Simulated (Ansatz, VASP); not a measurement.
# Two plane-wave programs on CdSe

INCAR

```
ALGO = Normal
EDIFF = 1E-6
ENCUT = 520
GGA = PE
ISIF = 2
ISMEAR = 0
LASPH = T
LCHARG = F
LREAL = F
LWAVE = F
NBANDS = 26
NELM = 80
PREC = Accurate
SIGMA = 0.05
```

File KPOINTS:

```
k-points
0
Gamma
  6 6 4
```

POSCAR

```
CdSe
1.0
    4.2984999142      0.0000000000      0.0000000000
   -2.1492499571      3.7226101239      0.0000000000
    0.0000000000      0.0000000000      7.0152000000
Cd Se
2 2
Direct
    0.6666666667      0.3333333333      0.0000000000
    0.3333333333      0.6666666667      0.5000000000
    0.6744883675      0.3119640494      0.3750000000
    0.3411550341      0.6452973827      0.8750000000
```

Input for Ansatz:

```yaml
crystal:
  lattice:
    - [4.2984999142, 0.0, 0.0]
    - [-2.1492499571, 3.7226101239, 0.0]
    - [0.0, 0.0, 7.0152]
  atoms:
    - { symbol: Cd, position: [0.6666666667, 0.3333333333, 0.0] }
    - { symbol: Cd, position: [0.3333333333, 0.6666666667, 0.5] }
    - { symbol: Se, position: [0.6744883675, 0.3119640494, 0.375] }
    - { symbol: Se, position: [0.3411550341, 0.6452973827, 0.875] }
basis:
  ecutwfc: 420
kpoints:
  mp_grid: { grid: [6, 6, 4] }
hamiltonian:
  xc: pbe
scf:
  occupations: { method: gaussian, width: 0.05 }
output:
  forces: true
  stress: true
  eigenvalues: true
```

Change from the starting cell: all Se atoms moved +0.113 Å, as atom 3 along Cartesian [1 -1 0].

Alike in both runs: task single point; functional PBE; k mesh 6 × 6 × 4; occupations gaussian, width 0.05 eV; no spin polarisation.

|  | VASP | Ansatz |
| --- | --- | --- |
| version | VASP 6.6.1 | Ansatz 0.2.0 |
| potentials or method | VASP PAW PBE potentials, release 64 (Cd, Se), cutoff 520 eV | scalar-relativistic, plane waves, PAW |
| valence electrons in the cell | 36 | 72 |

Ansatz gave:

```
gap on the k mesh at the Fermi level (eV)                     : 0.66
least direct gap on the mesh (eV)                             : 0.66
pressure (GPa)                                                : 3.3
traceless stress, the component that is largest in VASP (GPa) : 0.97
rms of the force components (eV/Å)                            : 0.342
```

**Question.** Estimate VASP's values.

**Answer.** gap on the k mesh at the Fermi level (eV): 0.66; least direct gap on the mesh (eV): 0.66; pressure (GPa): 3.6; traceless stress, the component that is largest in VASP (GPa): 1.00; rms of the force components (eV/Å): 0.352.

Atom by atom the forces differ by 0.010 eV/Å (rms over components). The functional is the same, so the differences come from potentials, cutoffs and numerics. VASP's potentials hold 36 valence electrons a cell and Ansatz's 72, so a difference there can come from the potentials and not from the codes.
